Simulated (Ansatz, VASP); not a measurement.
## Two plane-wave programs on InP

INCAR

```
PREC = Accurate
ENCUT = 520
EDIFF = 1E-6
ISMEAR = -1
SIGMA = 0.02
LREAL = F
LASPH = T
NELM = 80
ALGO = Normal
ISIF = 2
LWAVE = F
LCHARG = F
LDIPOL = T
IDIPOL = 3
DIPOL = 0.5 0.5 0.500
GGA = PE
NBANDS = 46
```

KPOINTS

```
regular mesh
0
Gamma
  6 5 1
```

The input POSCAR:

```
InP
1.0
    4.2139839895      0.0000000000      0.0000000000
    0.0000000000      5.9594733095      0.0000000000
    0.0000000000      0.0000000000     22.3210000000
In P
4 4
Direct
    0.0000000000      0.8750000000      0.3584074194
    0.5000000000      0.3750000000      0.4528024727
    0.0000000000      0.8750000000      0.5471975267
    0.5000000000      0.3750000000      0.6415925806
    0.5000000000      0.6250000000      0.3584074194
    0.0000000000      0.1250000000      0.4528024727
    0.5000000000      0.6250000000      0.5471975267
    0.0000000000      0.1250000000      0.6415925806
```

Input for Ansatz:

```yaml
crystal:
  lattice:
    - [4.2139839895, 0.0, 0.0]
    - [0.0, 5.9594733095, 0.0]
    - [0.0, 0.0, 22.321]
  atoms:
    - { symbol: In, position: [0.0, 0.875, 0.3584074194] }
    - { symbol: P, position: [0.5, 0.625, 0.3584074194] }
    - { symbol: In, position: [0.5, 0.375, 0.4528024727] }
    - { symbol: P, position: [0.0, 0.125, 0.4528024727] }
    - { symbol: In, position: [0.0, 0.875, 0.5471975267] }
    - { symbol: P, position: [0.5, 0.625, 0.5471975267] }
    - { symbol: In, position: [0.5, 0.375, 0.6415925806] }
    - { symbol: P, position: [0.0, 0.125, 0.6415925806] }
kpoints:
  mp_grid: { grid: [6, 5, 1] }
scf:
  occupations: { method: fermi_dirac, width: 0.02 }
hamiltonian:
  xc: pbe
  pseudopotentials: { kind: paw }
output:
  forces: true
  stress: true
  eigenvalues: true
  populations: true
efield:
  axis: 3
  amplitude: 0
  dipole_correction: true
```

Alike in both runs: task single point; functional PBE; k mesh 6 × 5 × 1; occupations fermi-dirac, width 0.02 eV; no spin polarisation.

|  | VASP | Ansatz |
| --- | --- | --- |
| version | VASP 6.6.1 | Ansatz 0.2.0 |
| potentials or method | VASP PAW PBE potentials, release 64 (In_d, P) | PAW with Ansatz's default frozen-core files, scalar-relativistic |
| plane-wave cutoff (eV) | 520 | 420 |
| valence electrons in the cell | 72 | 72 |

```csv
,VASP,Ansatz,Ansatz less VASP
rms of the force components (eV/Å),0.530,0.527,-0.0027
```

With one functional, cell and mesh, what is left measures potentials, basis and numerics.
